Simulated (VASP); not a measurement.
# GaN (gw) (F-43m) in VASP: single point with PBEsol

Aim: the single point of GaN (gw) with PBEsol.

Everything below comes from runs of VASP 6.6.1. Logs are shortened: lines on timing, memory, paths and dates and some standing lists are left out, and cuts for length are marked.

## (1) The cell of the first run

The structure is cubic, space group F-43m (No. 216). The conventional cell has a = 4.453 Å, b = 4.453 Å, c = 4.453 Å, α = 90.00°, β = 90.00°, γ = 90.00°. Within 2.6 Å of Ga (site symmetry -43m) lie 4 N at 1.93 Å. Within 2.6 Å of N (site symmetry -43m) lie 4 Ga at 1.93 Å.

## (2) Single point, PBEsol

The input, INCAR:

```
PREC     = Accurate       # precision mode
ENCUT    = 600            # plane-wave cutoff, eV
EDIFF    = 1E-6           # SCF threshold, eV
ISMEAR   = 0              # smearing method
SIGMA    = 0.01           # smearing width, eV
LREAL    = F              # projectors in reciprocal space
LASPH    = T              # aspherical terms in the spheres
NELM     = 120            # most SCF steps
ALGO     = Normal         # electronic algorithm
ISIF     = 2              # what is computed and relaxed
LWAVE    = F              # write WAVECAR
LCHARG   = F              # write CHGCAR
GGA      = PS             # functional
NBANDS   = 16             # bands
GGA_COMPAT= F
```

The input, KPOINTS:

```
regular mesh
0
Gamma
  6 6 6
```

The input, POSCAR:

```
GaN
1.0
    0.0000000000      2.2266594367      2.2266594367
    2.2266594367      0.0000000000      2.2266594367
    2.2266594367      2.2266594367      0.0000000000
Ga N
1 1
Direct
    0.0000000000      0.0000000000      0.0000000000
    0.2500000000      0.2500000000      0.2500000000
```

Potentials or basis: VASP PAW PBE potentials, release 64 (Ga_d, N).

The run is started by

```
$ cat potpaw_PBE.64/Ga_d/POTCAR potpaw_PBE.64/N/POTCAR > POTCAR
$ mpirun -np 1 vasp_std > vasp.out
```

OUTCAR:

```text
PREC = Accurate
   ENCUT = 600
   EDIFF = 1E-6
   ISMEAR = 0
   LREAL = F
   LASPH = T
   NELM = 120
   ISIF = 2
   GGA = PS

 ion  position               nearest neighbor table
   1  0.000  0.000  0.000-   2 1.93   2 1.93   2 1.93   2 1.93
   2  0.250  0.250  0.250-   1 1.93   1 1.93   1 1.93   1 1.93

  LATTYP: Found a face centered cubic cell.
 ALAT       =     4.4533188734

  Lattice vectors:

 A1 = (   0.0000000000,   2.2266594367,   2.2266594367)
 A2 = (   2.2266594367,   0.0000000000,   2.2266594367)
 A3 = (   2.2266594367,   2.2266594367,   0.0000000000)

Analysis of symmetry for initial positions (statically):
=====================================================================
 Subroutine PRICEL returns:
 Original cell was already a primitive cell.

 Routine SETGRP: Setting up the symmetry group for a
 face centered cubic supercell.

 Subroutine GETGRP returns: Found 24 space group operations
 (whereof 24 operations were pure point group operations)
 out of a pool of 48 trial point group operations.

The static configuration has the point symmetry T_d .

Analysis of symmetry for dynamics (positions and initial velocities):
=====================================================================
 Subroutine PRICEL returns:
 Original cell was already a primitive cell.

 Routine SETGRP: Setting up the symmetry group for a
 face centered cubic supercell.

 Subroutine GETGRP returns: Found 24 space group operations
 (whereof 24 operations were pure point group operations)
 out of a pool of 48 trial point group operations.

The dynamic configuration has the point symmetry T_d .

 Subroutine INISYM returns: Found 24 space group operations
 (whereof 24 operations are pure point group operations),
 and found     1 'primitive' translations

----------------------------------------------------------------------------------------

                                     Primitive cell

  volume of cell :      22.0796

  direct lattice vectors                    reciprocal lattice vectors
     0.000000000  2.226659437  2.226659437    -0.224551627  0.224551627  0.224551627
     2.226659437  0.000000000  2.226659437     0.224551627 -0.224551627  0.224551627
     2.226659437  2.226659437  0.000000000     0.224551627  0.224551627 -0.224551627

  length of vectors
     3.148971974  3.148971974  3.148971974     0.388934827  0.388934827  0.388934827

  position of ions in fractional coordinates (direct lattice)
     0.000000000  0.000000000  0.000000000
     0.250000000  0.250000000  0.250000000

  ion indices of the primitive-cell ions
   primitive index   ion index
                 1           1
                 2           2

----------------------------------------------------------------------------------------

 KPOINTS: regular mesh

Automatic generation of k-mesh.
 Grid dimensions read from file:
 generate k-points for:    6    6    6

 Generating k-lattice:

  Cartesian coordinates                     Fractional coordinates (reciprocal lattice)
    -0.037425271  0.037425271  0.037425271     0.166666667  0.000000000  0.000000000
     0.037425271 -0.037425271  0.037425271     0.000000000  0.166666667  0.000000000
     0.037425271  0.037425271 -0.037425271     0.000000000  0.000000000  0.166666667

  Length of vectors
     0.064822471  0.064822471  0.064822471

  Shift w.r.t. Gamma in fractional coordinates (k-lattice)
     0.000000000  0.000000000  0.000000000

 Subroutine IBZKPT returns following result:
 ===========================================

 Found     16 irreducible k-points:

 Following reciprocal coordinates:
            Coordinates               Weight
  0.000000  0.000000  0.000000      1.000000
  0.166667  0.000000  0.000000      8.000000
  0.333333  0.000000  0.000000      8.000000
  0.500000  0.000000  0.000000      4.000000
  0.166667  0.166667  0.000000      6.000000
  0.333333  0.166667  0.000000     24.000000
[... 8 lines left out ...]
 -0.333333  0.333333  0.166667     24.000000
 -0.333333  0.500000  0.166667     12.000000
   k-points           NKPTS =     16   k-points in BZ     NKDIM =     16   number of bands    NBANDS=     16
   number of dos      NEDOS =    301   number of ions     NIONS =      2
   total plane-waves  NPLWV =  21952
   dimension x,y,z NGX =    28 NGY =   28 NGZ =   28
   dimension x,y,z NGXF=    56 NGYF=   56 NGZF=   56
   ions per type =               1   1
   NGX,Y,Z   is equivalent  to a cutoff of  14.78, 14.78, 14.78 a.u.
   NGXF,Y,Z  is equivalent  to a cutoff of  29.56, 29.56, 29.56 a.u.
 SYSTEM =  unknown system
   PREC   = accura    normal or accurate (medium, high low for compatibility)
   ISTART =      0    job   : 0-new  1-cont  2-samecut
   ICHARG =      2    charge: 1-file 2-atom 10-const
   ISPIN  =      1    spin polarized calculation?
   LNONCOLLINEAR =      F non collinear calculations
   LSORBIT =      F    spin-orbit coupling
   LASPH  =      T    aspherical Exc in radial PAW
   ENCUT  =  600.0 eV  44.10 Ry    6.64 a.u.   6.29  6.29  6.29*2*pi/ulx,y,z
   NELM   =    120;   NELMIN=  2; NELMDL= -5     # of ELM steps
   EDIFF  = 0.1E-05   stopping-criterion for ELM
   LREAL  =      F    real-space projection
   EDIFFG = 0.1E-04   stopping-criterion for IOM
   NSW    =      0    number of steps for IOM
   IBRION =     -1    ionic relax: 0-MD 1-quasi-New 2-CG
   NFREE  =      0    steps in history (QN), initial steepest desc. (CG)
   ISIF   =      2    stress and relaxation
   ISYM   =      2    0-nonsym 1-usesym 2-fastsym
   POTIM  = 0.5000    time-step for ionic-motion
   TEBEG  =    0.0;   TEEND  =   0.0 temperature during run
   PSTRESS=    0.0 pullay stress
   NELECT =      18.0000    total number of electrons
   NUPDOWN=      -1.0000    fix difference up-down
   EMIN   =  10.00;   EMAX   =-10.00  energy-range for DOS
   EFERMI =   0.00;   METHOD = LEGACY
   ISMEAR =     0;   SIGMA  =   0.01  broadening in eV -4-tet -1-fermi 0-gaus
   EFERMI_NEDOS =   21; number of points for ismear=-14 and -15
   IALGO  =     38    algorithm
   IMIX   =      4    mixing-type and parameters
     AMIX     =   0.40;   BMIX     =  1.00
     AMIX_MAG =   1.60;   BMIX_MAG =  1.00
  volume/ion in A,a.u.               =      11.04        74.50
  Fermi-wavevector in a.u.,A,eV,Ry     =   1.529332  2.890019 31.822087  2.338857
  Thomas-Fermi vector in A             =   2.636968
   LORBIT       =      0    0 simple, 1 ext, 2 COOP (PROOUT), +10 PAW based schemes
   GGA     = PS    functional components
   LHFCALC =     F    Hartree Fock is set to
   AEXX    =    0.0000 exact exchange contribution
   IVDW    =     0    specifies the selected vdW correction
   LEPSILON=     F    determine dielectric tensor
   LRPA    =     F    only Hartree local field effects (RPA)
 non-spin polarized calculation
 Gauss-broadening in eV      SIGMA  =   0.01
  energy-cutoff  :      600.00
  volume of cell :       22.08
 maximum number of plane-waves:       754
 NGX is ok and might be reduce to    28
   NGX = 13   NGY = 13   NGZ = 13

 number of electron      18.0000000 magnetization

 Free energy of the ion-electron system (eV)
  ---------------------------------------------------
  ext. energy  EPLUGINS =         0.00000000
  ---------------------------------------------------
  free energy    TOTEN  =       -13.10795068 eV

  energy without entropy =      -13.10795068  energy(sigma->0) =      -13.10795068

 E-fermi :   5.6794     XC(G=0): -12.0954

 val. band max:        5.5544131235   @ k =   0.0000   0.0000   0.0000
 cond. band min:       7.4650316432   @ k =   0.0000   0.0000   0.0000
 fundamental gap:      1.9106185197
 Fermi energy:         5.6793836072

 k-point     1 :       0.0000    0.0000    0.0000
  band No.  band energies     occupation
      1     -10.6969      2.00000
      2      -7.8925      2.00000
      3      -7.8925      2.00000
      4      -7.8925      2.00000
      5      -7.5289      2.00000
      6      -7.5289      2.00000
[... 8 lines left out ...]
     15      24.5145      0.00000
     16      24.5145      0.00000

 k-point     2 :       0.1667    0.0000    0.0000
  band No.  band energies     occupation
      1     -10.3819      2.00000
      2      -7.8543      2.00000
      3      -7.8543      2.00000
      4      -7.7759      2.00000
      5      -7.5308      2.00000
      6      -7.5308      2.00000
[... 8 lines left out ...]
     15      22.5629      0.00000
     16      22.5629      0.00000

 k-point     3 :       0.3333    0.0000    0.0000
  band No.  band energies     occupation
      1      -9.8285      2.00000
      2      -7.8035      2.00000
      3      -7.8035      2.00000
      4      -7.5062      2.00000
      5      -7.5062      2.00000
      6      -7.1197      2.00000
[... 8 lines left out ...]
     15      23.4019      0.00000
     16      23.4019      0.00000

 k-point     4 :       0.5000    0.0000    0.0000
  band No.  band energies     occupation
      1      -9.6364      2.00000
      2      -7.7939      2.00000
      3      -7.7939      2.00000
      4      -7.4765      2.00000
      5      -7.4765      2.00000
      6      -6.2759      2.00000
[... 8 lines left out ...]
     15      25.5213      0.00000
     16      25.5213      0.00000

 k-point     5 :       0.1667    0.1667    0.0000
  band No.  band energies     occupation
      1     -10.2806      2.00000
      2      -7.8152      2.00000
      3      -7.8152      2.00000
      4      -7.7997      2.00000
      5      -7.5454      2.00000
      6      -7.5074      2.00000
[... 8 lines left out ...]
     15      26.3863      0.00000
     16      26.4867      0.00000

 k-point     6 :       0.3333    0.1667    0.0000
  band No.  band energies     occupation
      1      -9.8234      2.00000
      2      -7.7863      2.00000
      3      -7.7478      2.00000
      4      -7.6358      2.00000
      5      -7.4839      2.00000
      6      -7.2107      2.00000
[... 8 lines left out ...]
     15      25.2500      0.00000
     16      25.8186      0.00000

 k-point     7 :       0.5000    0.1667    0.0000
  band No.  band energies     occupation
      1      -9.5711      2.00000
      2      -7.7852      2.00000
      3      -7.7309      2.00000
      4      -7.5557      2.00000
      5      -7.4735      2.00000
      6      -6.2068      2.00000
[... 8 lines left out ...]
     15      25.1632      0.00000
     16      26.1954      0.00000

 k-point     8 :      -0.3333    0.1667    0.0000
  band No.  band energies     occupation
      1      -9.6240      2.00000
      2      -7.7869      2.00000
      3      -7.7464      2.00000
      4      -7.5257      2.00000
      5      -7.5246      2.00000
      6      -6.5035      2.00000
[... 8 lines left out ...]
     15      22.9697      0.00000
     16      25.7247      0.00000

 k-point     9 :      -0.1667    0.1667    0.0000
  band No.  band energies     occupation
      1      -9.9922      2.00000
      2      -7.8064      2.00000
      3      -7.8061      2.00000
      4      -7.5870      2.00000
      5      -7.5543      2.00000
      6      -7.3861      2.00000
[... 8 lines left out ...]
     15      22.5977      0.00000
     16      25.7639      0.00000

 k-point    10 :       0.3333    0.3333    0.0000
  band No.  band energies     occupation
      1      -9.6113      2.00000
      2      -7.7564      2.00000
      3      -7.6440      2.00000
      4      -7.6440      2.00000
      5      -7.4643      2.00000
      6      -6.8817      2.00000
[... 8 lines left out ...]
     15      28.3411      0.00000
     16      28.4832      0.00000

 k-point    11 :       0.5000    0.3333    0.0000
  band No.  band energies     occupation
      1      -9.4651      2.00000
      2      -7.7700      2.00000
      3      -7.6110      2.00000
      4      -7.6042      2.00000
      5      -7.4609      2.00000
      6      -6.0132      2.00000
[... 8 lines left out ...]
     15      28.3687      0.00000
     16      28.5934      0.00000

 k-point    12 :      -0.3333    0.3333    0.0000
  band No.  band energies     occupation
      1      -9.4693      2.00000
      2      -7.7720      2.00000
      3      -7.6407      2.00000
      4      -7.5831      2.00000
      5      -7.5092      2.00000
      6      -5.7568      2.00000
[... 8 lines left out ...]
     15      24.7102      0.00000
     16      28.8890      0.00000

 k-point    13 :       0.5000    0.5000    0.0000
  band No.  band energies     occupation
      1      -9.4267      2.00000
      2      -7.8087      2.00000
      3      -7.5486      2.00000
      4      -7.5486      2.00000
      5      -7.4428      2.00000
      6      -5.8547      2.00000
[... 8 lines left out ...]
     15      27.8723      0.00000
     16      30.4237      0.00000

 k-point    14 :       0.5000    0.3333    0.1667
  band No.  band energies     occupation
      1      -9.5605      2.00000
      2      -7.7414      2.00000
      3      -7.7217      2.00000
      4      -7.5983      2.00000
      5      -7.4889      2.00000
      6      -6.4390      2.00000
[... 8 lines left out ...]
     15      25.7060      0.00000
     16      28.4198      0.00000

 k-point    15 :      -0.3333    0.3333    0.1667
  band No.  band energies     occupation
      1      -9.4692      2.00000
      2      -7.7590      2.00000
      3      -7.6840      2.00000
      4      -7.5568      2.00000
      5      -7.5044      2.00000
      6      -5.7540      2.00000
[... 8 lines left out ...]
     15      24.6216      0.00000
     16      28.7948      0.00000

 k-point    16 :      -0.3333    0.5000    0.1667
  band No.  band energies     occupation
      1      -9.4263      2.00000
      2      -7.7541      2.00000
      3      -7.6617      2.00000
      4      -7.5399      2.00000
      5      -7.4854      2.00000
      6      -5.6019      2.00000
[... 8 lines left out ...]
     15      26.4470      0.00000
     16      29.1029      0.00000

------------------------ aborting loop because EDIFF is reached ----------------------------------------

  FORCE on cell =-STRESS in cart. coord.  units (eV):
  Direction    XX          YY          ZZ          XY          YZ          ZX
  --------------------------------------------------------------------------------------
  -------------------------------------------------------------------------------------
  Total        0.7683553      0.7683553      0.7683553     -0.0000000      0.0000000     -0.0000000
  in kB       55.7546710     55.7546710     55.7546710     -0.0000000      0.0000000     -0.0000000
  external PRESSURE =      55.7546710 kB  Pullay stress =       0.0000000 kB

 VOLUME and BASIS-vectors are now :
 -----------------------------------------------------------------------------
  energy-cutoff  :      600.00
  volume of cell :       22.08
      direct lattice vectors                 reciprocal lattice vectors
     0.000000000  2.226659437  2.226659437    -0.224551627  0.224551627  0.224551627
     2.226659437  0.000000000  2.226659437     0.224551627 -0.224551627  0.224551627
     2.226659437  2.226659437  0.000000000     0.224551627  0.224551627 -0.224551627

 POSITION                                       TOTAL-FORCE (eV/Angst)
 -----------------------------------------------------------------------------------
      0.00000      0.00000      0.00000        -0.000000      0.000000     -0.000000
      1.11333      1.11333      1.11333         0.000000      0.000000      0.000000
 -----------------------------------------------------------------------------------
    total drift:                               -0.000000     -0.000000      0.000000

  FREE ENERGIE OF THE ION-ELECTRON SYSTEM (eV)
  ---------------------------------------------------
  free  energy   TOTEN  =       -13.1079506805 eV

  energy  without entropy=      -13.1079506805  energy(sigma->0) =      -13.10795068
```

Wall time 7.1 s (1 thread of Intel Xeon 6975P-C (Granite Rapids), shared host); peak memory 0.16 GiB.

Results:

| Quantity | Value |
| --- | --- |
| Free energy | -13.1080 eV |
| Pressure | 5.6 GPa |
| Band gap on the k mesh | 1.91 eV, direct |

Caveat: the PAW data sets were made with another functional, which shifts forces and pressure a little.
